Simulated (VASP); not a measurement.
# TaSi2 (I4/mmm) in VASP: further runs, part 2 of 2

VASP 6.6.1. The steps go on from the part before.

### Step 3. Single point, r2SCAN

This run uses another cell than the first one, of 14.49 Å³/atom, 1.037 times its volume.

POSCAR

```
TaSi2
1.0
   -1.6331625712      1.6331625712      4.0758441382
    1.6331625712     -1.6331625712      4.0758441382
    1.6331625712      1.6331625712     -4.0758441382
Si Ta
2 1
Direct
    0.3316056358      0.3316056358      0.0000000000
    0.6683943642      0.6683943642      0.0000000000
    0.0000000000      0.0000000000      0.0000000000
```

INCAR.step1

```
  ALGO = Normal
  EDIFF = 1E-4
  ENCUT = 520
  GGA = PE
  ISMEAR = 0
  LASPH = T
  LCHARG = F
  LREAL = F
  LWAVE = T
  NBANDS = 16
  NELM = 60
  PREC = Accurate
  SIGMA = 0.1
```

INCAR.step2

```
  ALGO = Normal
  EDIFF = 1E-6
  ENCUT = 520
  ISIF = 2
  ISMEAR = 0
  ISTART = 1
  LASPH = T
  LCHARG = F
  LMIXTAU = T
  LREAL = F
  LWAVE = F
  METAGGA = R2SCAN
  NBANDS = 16
  NELM = 60
  PREC = Accurate
  SIGMA = 0.1
```

KPOINTS

```
k-points
0
Gamma
  8 8 8
```

Potentials or basis: VASP PAW PBE potentials, release 64 (Si, Ta_pv).

Command:

```sh
cat potpaw_PBE.64/Si/POTCAR potpaw_PBE.64/Ta_pv/POTCAR > POTCAR
cp INCAR.step1 INCAR
mpirun -np 1 vasp_std > vasp.out
cp INCAR.step2 INCAR
mpirun -np 1 vasp_std > vasp.out
```

OUTCAR:

```text
EDIFF = 1E-6
   ENCUT = 520
   ISIF = 2
   ISMEAR = 0
   ISTART = 1
   LASPH = T
   LREAL = F
   METAGGA = R2SCAN
   NELM = 60
   PREC = Accurate

 ion  position               nearest neighbor table
   1  0.332  0.332  0.000-   2 2.67   2 2.67   2 2.67   2 2.67   3 2.69   3 2.69   3 2.69   3 2.69
                             3 2.70   2 2.75
   2  0.668  0.668  0.000-   1 2.67   1 2.67   1 2.67   1 2.67   3 2.69   3 2.69   3 2.69   3 2.69
                             3 2.70   1 2.75
   3  0.000  0.000  0.000-   2 2.69   2 2.69   2 2.69   1 2.69   2 2.69   1 2.69   1 2.69   1 2.69
                             1 2.70   2 2.70

  LATTYP: Found a body centered tetragonal cell.
 ALAT       =     3.2663251424
 C/A-ratio  =     2.4956756970

  Lattice vectors:

 A1 = (  -1.6331625712,   1.6331625712,   4.0758441382)
 A2 = (   1.6331625712,  -1.6331625712,   4.0758441382)
 A3 = (   1.6331625712,   1.6331625712,  -4.0758441382)

Analysis of symmetry for initial positions (statically):
=====================================================================
 Subroutine PRICEL returns:
 Original cell was already a primitive cell.

 Routine SETGRP: Setting up the symmetry group for a
 body centered tetragonal supercell.

 Subroutine GETGRP returns: Found 16 space group operations
 (whereof 16 operations were pure point group operations)
 out of a pool of 16 trial point group operations.

The static configuration has the point symmetry D_4h.

Analysis of symmetry for dynamics (positions and initial velocities):
=====================================================================
 Subroutine PRICEL returns:
 Original cell was already a primitive cell.

 Routine SETGRP: Setting up the symmetry group for a
 body centered tetragonal supercell.

 Subroutine GETGRP returns: Found 16 space group operations
 (whereof 16 operations were pure point group operations)
 out of a pool of 16 trial point group operations.

The dynamic configuration has the point symmetry D_4h.

[... 114 lines left out ...]
   EFERMI =   0.00;   METHOD = LEGACY
   ISMEAR =     0;   SIGMA  =   0.10  broadening in eV -4-tet -1-fermi 0-gaus
   EFERMI_NEDOS =   21; number of points for ismear=-14 and -15
   IALGO  =     38    algorithm
   IMIX   =      4    mixing-type and parameters
     AMIX     =   0.40;   BMIX     =  1.00
     AMIX_MAG =   1.60;   BMIX_MAG =  1.00
  volume/ion in A,a.u.               =      14.49        97.82
  Fermi-wavevector in a.u.,A,eV,Ry     =   1.242264  2.347539 20.996781  1.543220
  Thomas-Fermi vector in A             =   2.376626
   LORBIT       =      0    0 simple, 1 ext, 2 COOP (PROOUT), +10 PAW based schemes
   METAGGA = R2SCAN    functional components
   LHFCALC =     F    Hartree Fock is set to
   AEXX    =    0.0000 exact exchange contribution
   IVDW    =     0    specifies the selected vdW correction
   LEPSILON=     F    determine dielectric tensor
   LRPA    =     F    only Hartree local field effects (RPA)
 non-spin polarized calculation
 Gauss-broadening in eV      SIGMA  =   0.10
  energy-cutoff  :      520.00
  volume of cell :       43.48
 maximum number of plane-waves:      1192
   NGX = 17   NGY = 17   NGZ = 17

 number of electron      18.9999999 magnetization

 Free energy of the ion-electron system (eV)
  ---------------------------------------------------
  ext. energy  EPLUGINS =         0.00000000
  ---------------------------------------------------
  free energy    TOTEN  =       -67.22959917 eV

  energy without entropy =      -67.22442982  energy(sigma->0) =      -67.22701449

 E-fermi :   8.6846     XC(G=0): -13.0001

 val. band max:        8.6683434853   @ k =  -0.2500   0.3750   0.1250
 cond. band min:       8.6907131795   @ k =   0.3750   0.1250   0.0000
 fundamental gap:      0.0223696942
 Fermi energy:         8.6846433376

 k-point     1 :       0.0000    0.0000    0.0000
  band No.  band energies     occupation
      1     -26.3015      2.00000
      2     -26.1360      2.00000
      3     -26.1360      2.00000
      4      -4.7698      2.00000
      5       2.8323      2.00000
      6       5.2729      2.00000
[... 433 lines left out ...]
      3     -26.2414      2.00000
      4      -0.1718      2.00000
      5       0.2111      2.00000
      6       3.6454      2.00000
[... 8 lines left out ...]
     15      16.4481      0.00000
     16      16.8474      0.00000

 [... further k-points ...]
[... 5 lines left out ...]
  --------------------------------------------------------------------------------------
  -------------------------------------------------------------------------------------
  Total        0.1298769      0.1298769      0.0703828      0.0000000     -0.0000000     -0.0000000
  in kB        4.7852674      4.7852674      2.5932287      0.0000000     -0.0000000     -0.0000000
  external PRESSURE =       4.0545878 kB  Pullay stress =       0.0000000 kB

 VOLUME and BASIS-vectors are now :
 -----------------------------------------------------------------------------
  energy-cutoff  :      520.00
  volume of cell :       43.48
      direct lattice vectors                 reciprocal lattice vectors
    -1.633162571  1.633162571  4.075844138     0.000000000  0.306154457  0.122673975
     1.633162571 -1.633162571  4.075844138     0.306154457  0.000000000  0.122673975
     1.633162571  1.633162571 -4.075844138     0.306154457  0.306154457  0.000000000

 POSITION                                       TOTAL-FORCE (eV/Angst)
 -----------------------------------------------------------------------------------
      0.00000      0.00000      2.70315        -0.000000     -0.000000     -0.043948
      0.00000      0.00000      5.44854        -0.000000     -0.000000      0.043948
      0.00000      0.00000      0.00000         0.000000      0.000000     -0.000000
 -----------------------------------------------------------------------------------
    total drift:                                0.000000     -0.000000      0.000000

  FREE ENERGIE OF THE ION-ELECTRON SYSTEM (eV)
  ---------------------------------------------------
  free  energy   TOTEN  =       -67.2295991711 eV

  energy  without entropy=      -67.2244298156  energy(sigma->0) =      -67.22701449
```

Run time: 89 s. Hardware: 1 thread of Intel Xeon 6975P-C (Granite Rapids), shared host; peak memory 0.23 GiB.

What came out:

```yaml
Free_energy: -67.2296 eV
Pressure: 0.4 GPa
Largest_force: 0.044 eV/Å
```

Forces in eV/Å, atoms in the order of the input:
```
Si   0.000  0.000 -0.044
Si   0.000  0.000  0.044
Ta   0.000  0.000  0.000
```

Stress tensor (GPa, compression positive):
```
0.48 0.00 0.00
0.00 0.48 0.00
0.00 0.00 0.26
```

Caveat: the PAW data sets were made with another functional, which shifts forces and pressure a little; spin-orbit coupling is left out, which moves the levels of the heavy elements.
